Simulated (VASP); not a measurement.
B19N18 (a cell with a defect): single point with PBE

B19N18 (a cell with a defect):

```
CELL_PARAMETERS angstrom
3.76827 -6.52684 0.00000
-7.53654 0.00000 0.00000
0.00000 0.00000 -8.34316
ATOMIC_POSITIONS crystal
B 0.47982 0.63237 0.79632
B 0.14086 0.62143 0.79421
B 0.80784 0.62142 0.79419
B 0.48216 0.29967 0.77328
B 0.14479 0.29967 0.77329
B 0.80921 0.29114 0.78944
B 0.48343 0.96745 0.82126
B 0.15258 0.97788 0.76948
B 0.81130 0.96745 0.82124
B 0.51872 0.37859 0.21788
B 0.18708 0.37859 0.21788
B 0.85200 0.37679 0.21120
B 0.52039 0.04482 0.21196
B 0.19206 0.05691 0.19315
B 0.85164 0.04482 0.21197
B 0.51852 0.70983 0.21967
B 0.19166 0.70543 0.19476
B 0.84098 0.70543 0.19476
B 0.08059 0.83393 0.96359
N 0.40797 0.48872 0.22111
N 0.07475 0.48912 0.20909
N 0.74158 0.48913 0.20908
N 0.40778 0.15517 0.20753
N 0.07460 0.15517 0.20755
N 0.74136 0.15551 0.21482
N 0.40770 0.82211 0.21065
N 0.07339 0.81958 0.13867
N 0.74162 0.82211 0.21065
N 0.59172 0.52203 0.78364
N 0.25759 0.52202 0.78365
N 0.92157 0.51587 0.78716
N 0.58723 0.18390 0.79488
N 0.25881 0.19033 0.75452
N 0.92395 0.18390 0.79488
N 0.59025 0.85323 0.82146
N 0.24549 0.85423 0.83412
N 0.93601 0.85423 0.83410
```

This cell differs from its parent crystal: with an interstitial atom, then relaxed in part.

```yaml
Program: VASP 6.6.1
Task: single point
Functional: PBE
Potentials_or_basis: VASP PAW PBE potentials, release 64 (B, N)
Cutoff: 520 eV
k_mesh: 2 × 2 × 2
Occupations: gaussian, width 0.01 eV
Spin: no spin polarisation
```

| Item | Value |
| --- | --- |
| Largest force | 0.029 eV/Å |

Forces on the atoms (eV/Å):
```
B    0.000  0.000  0.000
B    0.002 -0.007  0.004
B   -0.005  0.005  0.003
B   -0.003  0.001  0.005
B   -0.002 -0.002  0.005
B    0.000  0.001  0.001
B    0.005  0.012 -0.003
B   -0.017 -0.011  0.021
B    0.011 -0.001 -0.004
B    0.001  0.000 -0.003
B    0.000  0.003 -0.002
B    0.001 -0.003 -0.001
B    0.002  0.002 -0.002
B    0.009  0.002 -0.001
B   -0.002 -0.001 -0.002
B   -0.003  0.001 -0.003
B   -0.008  0.000 -0.003
B    0.001 -0.007 -0.002
B    0.002 -0.001 -0.010
N    0.000  0.000  0.001
N   -0.002  0.002  0.001
N    0.001 -0.002  0.000
N    0.003  0.002  0.001
N    0.003  0.001  0.001
N    0.000  0.000  0.001
N   -0.002  0.002  0.001
N    0.000 -0.001 -0.008
N    0.001 -0.002  0.001
N   -0.002 -0.003 -0.002
N   -0.004 -0.001 -0.002
N    0.000  0.000 -0.001
N   -0.002  0.001  0.000
N    0.006  0.003 -0.004
N    0.000 -0.001  0.000
N    0.001  0.000  0.001
N    0.016 -0.022  0.003
N   -0.012  0.025  0.003
```

Levels at points of the mesh, in eV from the Fermi level:
| k point | band 70 | band 71 | band 72 | band 73 | band 74 | band 75 |
| --- | --- | --- | --- | --- | --- | --- |
| (0.00, 0.00, 0.00) | -1.33 | -0.82 | -0.07 | 1.69 | 3.36 | 3.40 |
| (0.50, 0.00, 0.00) | -1.01 | -0.96 | -0.87 | 1.71 | 3.22 | 3.51 |
| (0.00, 0.50, 0.00) | -1.02 | -0.98 | -0.82 | 1.63 | 3.33 | 3.57 |
| (0.50, 0.50, 0.00) | -1.01 | -0.96 | -0.87 | 1.71 | 3.22 | 3.51 |
| (0.00, 0.00, 0.50) | -1.32 | -0.82 | -0.07 | 1.70 | 3.40 | 3.58 |
| (0.50, 0.00, 0.50) | -1.02 | -0.97 | -0.87 | 1.72 | 3.24 | 3.60 |
| (0.00, 0.50, 0.50) | -1.03 | -0.99 | -0.84 | 1.65 | 3.41 | 3.55 |
| (0.50, 0.50, 0.50) | -1.02 | -0.97 | -0.87 | 1.72 | 3.24 | 3.60 |

Wall time 11 min on 1 thread of Oxide Virtual Turin-like Processor, on a shared host, peak memory 0.54 GiB.

Caveat: the k points lie up to 0.48 Å⁻¹ apart; the cell carries a net charge on a neutralising background, which shifts energy and pressure; the cell differs from its parent crystal (with an interstitial atom, then relaxed in part); the cell is charged against a uniform background, so pressure and absolute levels hang on convention.
